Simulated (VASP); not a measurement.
Write the native input for VASP 6.6.1 that does the following.

```
Task                   : single point
Functional             : PBEsol
Potentials or basis    : VASP PAW PBE potentials, release 64 (Mo_sv)
Cutoff                 : 520 eV
k mesh                 : 9 × 9 × 14
Occupations            : fermi-dirac, width 0.1 eV
Spin                   : no spin polarisation
Dipole correction      : no
Further INCAR settings : ALGO = Normal; EDIFF = 1e-06; NBANDS = 28
```

The structure of Mo lies in POSCAR:

```
Mo
1.0
    4.6204402938      0.0000000000      0.0000000000
   -2.3102201469      4.0014186711      0.0000000000
    0.0000000000      0.0000000000      2.5358507691
Mo
3
Direct
    0.0000000000      0.0000000000      0.0000000000
    0.3333333333      0.6666666667      0.5000000000
    0.6666666667      0.3333333333      0.5000000000
```

This isn't the form of Mo at room conditions, which is bcc.

One way to write it, as run:

INCAR

```
SYSTEM = Mo
  PREC = Accurate
  ENCUT = 520
  EDIFF = 1E-6
  ISMEAR = -1
  SIGMA = 0.1
  LREAL = .False.
  LASPH = .True.
  NELM = 100
  ALGO = Normal
  ISIF = 2
  LWAVE = .False.
  LCHARG = .False.
  GGA = PS
  NBANDS = 28
```

KPOINTS

```
Automatic mesh
0
Gamma
  9 9 14
  0 0 0
```

Potentials or basis: VASP PAW PBE potentials, release 64 (Mo_sv).

Launch:

```sh
$ cat potpaw_PBE.64/Mo_sv/POTCAR > POTCAR
$ mpirun -np 1 vasp_std > vasp.out
```

It gave:

| Quantity | Value |
| --- | --- |
| Pressure | 0.6 GPa |
| Band gap on the k mesh | zero (bands 21 and 22 overlap by 1.47 eV) |

Caveat: the PAW data sets were made with another functional, which shifts forces and pressure a little.

It took 110 s on 1 thread of Intel Xeon 8259CL, on a shared host, peak memory 0.23 GiB.
